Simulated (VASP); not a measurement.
# MoS2 in VASP: notebook, part 2 of 2

VASP 6.6.1.

## (4) Single point, PBE+D3(BJ)

This run uses another cell than the first one, of 60.63 Å³/atom, 0.979 times its volume.

INCAR reads:

```
SYSTEM = MoS2
  PREC = Accurate
  ENCUT = 520
  EDIFF = 1E-7
  ISMEAR = 0
  SIGMA = 0.05
  LREAL = .FALSE.
  LASPH = .TRUE.
  NELM = 80
  ALGO = Normal
  ISIF = 2
  LWAVE = .FALSE.
  LCHARG = .FALSE.
  LDIPOL = .TRUE.
  IDIPOL = 3
  DIPOL = 0.5 0.5 0.453
  GGA = PE
  IVDW = 12
  NBANDS = 64
```

KPOINTS reads:

```
Automatic mesh
0
G
  3 3 1
  0 0 0
```

POSCAR reads:

```
MoS2
1.0
    6.3058975174      0.0000000000      0.0000000000
   -3.1529487587      5.4610674438      0.0000000000
    0.0000000000      0.0000000000     21.1272323976
S Mo
8 4
Direct
    0.6666666667      0.3333333333      0.3786582100
    0.6666666667      0.8333333333      0.3786582100
    0.1666666667      0.3333333333      0.3786582100
    0.1666666667      0.8333333333      0.3786582100
    0.6676852424      0.3323147576      0.5280594316
    0.6676852424      0.8353704848      0.5280594316
    0.1646295152      0.3323147576      0.5280594316
    0.1666666667      0.8333333333      0.5269005303
    0.3311422025      0.1622844050      0.4534831555
    0.3311422025      0.6688577975      0.4534831555
    0.8333333333      0.1666666667      0.4529485720
    0.8377155950      0.6688577975      0.4534831555
```

Potentials or basis: VASP PAW PBE potentials, release 64 (S, Mo_sv).

Started as:

```sh
cat potpaw_PBE.64/S/POTCAR potpaw_PBE.64/Mo_sv/POTCAR > POTCAR
mpirun -np 1 vasp_std > vasp.out
```

OUTCAR:

```text
SYSTEM = MoS2
   PREC = Accurate
   ENCUT = 520
   EDIFF = 1E-7
   ISMEAR = 0
   LREAL = .FALSE.
   LASPH = .TRUE.
   NELM = 80
   ISIF = 2
   GGA = PE
   IVDW = 12
 IVDW          = 12

 ion  position               nearest neighbor table
   1  0.667  0.333  0.379-  11 2.40   9 2.42  12 2.42
   2  0.667  0.833  0.379-  11 2.40  12 2.42  10 2.42
   3  0.167  0.333  0.379-  11 2.40   9 2.42  10 2.42
   4  0.167  0.833  0.379-  10 2.39  12 2.39   9 2.39
   5  0.668  0.332  0.528-  11 2.41   9 2.42  12 2.42
   6  0.668  0.835  0.528-  11 2.41  10 2.42  12 2.42
   7  0.165  0.332  0.528-  11 2.41   9 2.42  10 2.42
   8  0.167  0.833  0.527-  10 2.37  12 2.37   9 2.37
   9  0.331  0.162  0.453-   8 2.37   4 2.39   3 2.42   1 2.42   5 2.42   7 2.42  10 3.11  12 3.11
                            11 3.15  11 3.15  10 3.19  12 3.19
  10  0.331  0.669  0.453-   8 2.37   4 2.39   2 2.42   3 2.42   6 2.42   7 2.42  12 3.11   9 3.11
[... 402 lines left out ...]

------------------------ aborting loop because EDIFF is reached ----------------------------------------

 vacuum level on the upper side and lower side of the slab       (xc-potential included)        -0.056        -0.064

 Edisp (eV)   -3.82913

 E8    (eV) :    -1.6560

  FORCE on cell =-STRESS in cart. coord.  units (eV):
  Direction    XX          YY          ZZ          XY          YZ          ZX
  --------------------------------------------------------------------------------------
  -------------------------------------------------------------------------------------
  Total      -0.51040    -0.51040    -1.84891     0.00000     0.00000     0.00000
  in kB      -1.12396    -1.12396    -4.07156     0.00000     0.00000     0.00000
  external pressure =       -2.11 kB  Pullay stress =        0.00 kB

 VOLUME and BASIS-vectors are now :
 -----------------------------------------------------------------------------
  energy-cutoff  :      520.00
  volume of cell :      727.56
      direct lattice vectors                 reciprocal lattice vectors
     6.305897517  0.000000000  0.000000000     0.158581708  0.091557192  0.000000000
    -3.152948759  5.461067444  0.000000000     0.000000000  0.183114384  0.000000000
     0.000000000  0.000000000 21.127232398     0.000000000  0.000000000  0.047332276

 POSITION                                       TOTAL-FORCE (eV/Angst)
 -----------------------------------------------------------------------------------
      3.15295      1.82036      8.00000        -0.029354      0.016947      0.259950
      1.57647      4.55089      8.00000         0.000000     -0.033895      0.259950
      0.00000      1.82036      8.00000         0.029354      0.016947      0.259950
     -1.57647      4.55089      8.00000         0.000000     -0.000000     -0.043429
      3.16258      1.81479     11.15643        -0.091647      0.052913     -0.271826
      1.57647      4.56201     11.15643         0.000000     -0.105825     -0.271826
     -0.00963      1.81479     11.15643         0.091647      0.052913     -0.271826
     -1.57647      4.55089     11.13195         0.000000     -0.000000      0.460235
      1.57647      0.88625      9.58084         0.000000      0.788896     -0.156763
     -0.02073      3.65268      9.58084         0.683204     -0.394448     -0.156763
      4.72942      0.91018      9.56955         0.000000     -0.000000      0.089110
      3.17367      3.65268      9.58084        -0.683204     -0.394448     -0.156763
 -----------------------------------------------------------------------------------
    total drift:                                0.000000     -0.000000     -0.000773

  FREE ENERGIE OF THE ION-ELECTRON SYSTEM (eV)
  ---------------------------------------------------
  free  energy   TOTEN  =       -91.1607145067 eV

  energy  without entropy=      -91.1607145067  energy(sigma->0) =      -91.16071451

 vacuum level on the upper side and lower side of the slab         3.704         3.694
```

Wall time 8.9 min (1 thread of Oxide Virtual Turin-like, shared host); peak memory 0.7 GiB.

Results:

- Free energy: -91.1607 eV
- Largest force: 0.804 eV/Å
- Band gap on the k mesh: 1.72 eV
- Dispersion energy per atom: -0.319 eV

Forces in eV/Å, atoms in the order of the input:
```
S   -0.029  0.017  0.260
S    0.000 -0.034  0.260
S    0.029  0.017  0.260
S    0.000  0.000 -0.043
S   -0.092  0.053 -0.272
S    0.000 -0.106 -0.272
S    0.092  0.053 -0.272
S    0.000  0.000  0.460
Mo   0.000  0.789 -0.157
Mo   0.683 -0.394 -0.157
Mo   0.000  0.000  0.089
Mo  -0.683 -0.394 -0.157
```

## (5) The runs side by side

| cell | gap on the mesh (eV) | largest force (eV/Å) |
| --- | --- | --- |
| a = 6.306, b = 6.306, c = 21.582 Å, angles 90.0, 90.0, 120.0°, 12 atoms | 1.78 | 0.05 |
| a = 6.306, b = 6.306, c = 19.127 Å, angles 90.0, 90.0, 120.0°, 12 atoms | 1.78 | 0.01 |
| a = 6.306, b = 6.306, c = 21.127 Å, angles 90.0, 90.0, 120.0°, 12 atoms | 1.72 | 0.80 |

Alike in all rows: task single point; level PBE+D3(BJ); potentials or basis VASP PAW PBE potentials, release 64 (S, Mo_sv); no spin polarisation; k mesh 3 × 3 × 1; cutoff (eV) 520; smearing gaussian 0.05 eV.

Total energies depend on the potentials used, so only differences within one code and one set of settings carry meaning.
